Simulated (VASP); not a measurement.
Set up this calculation in VASP 6.6.1, as the native input.

- Task: single point
- Functional: PBEsol
- Potentials or basis: VASP PAW PBE potentials, release 64 (Ta_pv, O)
- Cutoff: 520 eV
- k mesh: 14 × 14 × 8
- Occupations: gaussian, width 0.15 eV
- Spin: no spin polarisation
- Dipole correction: no
- Further INCAR settings: ALGO = Normal; EDIFF = 1e-07; NBANDS = 33

The structure of Ta4O lies in POSCAR:

```
Ta4O
1.0
    3.2109380217      0.0000000000      0.0000000000
    0.0000000000      3.2109380217      0.0000000000
    0.0000000000      0.0000000000      7.5622429221
Ta O
4 1
Direct
    0.0000000000      0.0000000000      0.5000000000
    0.5000000000      0.5000000000      0.7827831983
    0.5000000000      0.5000000000      0.2172168017
    0.0000000000      0.0000000000      0.0000000000
    0.5000000000      0.5000000000      0.5000000000
```

This cell differs from its parent crystal: strain +0.000 along x and y, +0.030 along z.

The input as run:

INCAR

```
SYSTEM = Ta4O
PREC = Accurate ; ENCUT = 520
EDIFF = 1E-7 ; ISMEAR = 0
SIGMA = 0.15 ; LREAL = .FALSE.
LASPH = .TRUE. ; NELM = 60
ALGO = Normal ; ISIF = 2
LWAVE = .FALSE. ; LCHARG = .FALSE.
GGA = PS ; NBANDS = 33
```

KPOINTS

```
Automatic mesh
0
G
  14 14 8
  0 0 0
```

Potentials or basis: VASP PAW PBE potentials, release 64 (Ta_pv, O).

Run with:

```bash
$ cat potpaw_PBE.64/Ta_pv/POTCAR potpaw_PBE.64/O/POTCAR > POTCAR
$ mpirun -np 1 vasp_std > vasp.out
```

It gave:

```json
{
  "Pressure": "-6.7 GPa",
  "Largest force": "0.259 eV/Å",
  "Band gap on the k mesh": "zero (band 25 reaches 6.81 eV, above the bottom of band 26 at 5.78 eV)"
}
```

Caveat: the cell differs from its parent crystal (strain +0.000 along x and y, +0.030 along z); the PAW data sets were made with another functional, which shifts forces and pressure a little; spin-orbit coupling is left out, which moves the levels of the heavy elements.

Wall time 11 min on 1 thread of Oxide Virtual Turin-like Processor, with other jobs on the host, peak memory 0.41 GiB.
